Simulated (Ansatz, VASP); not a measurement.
## One calculation of Ge, two programs

```
Ge
1.0
     0.00000    2.82877    2.80048
     2.82877    0.00000    2.80048
     2.82877    2.82877    0.00000
Ge
2
Cartesian
  2.8288 2.8288 2.8005
  4.2432 4.2432 4.2007
```

Change from the starting cell: zz strain of -1 %.

Alike in both runs: task single point; functional PBE; k mesh 10 × 10 × 10; occupations fermi-dirac, width 0.05 eV; no spin polarisation.

|  | VASP | Ansatz |
| --- | --- | --- |
| version | VASP 6.6.1 | Ansatz 0.2.0 |
| potentials or method | VASP PAW PBE potentials, release 64 (Ge_d), cutoff 520 eV | all-electron LAPW, scalar-relativistic |

```tsv
	VASP	Ansatz	Ansatz less VASP
pressure (GPa)	4.3	4.4	+0.07
traceless stress, the component that is largest in VASP (GPa)	0.47	0.47	-0.002
```

Ansatz ran all-electron here, and VASP with PAW potentials.
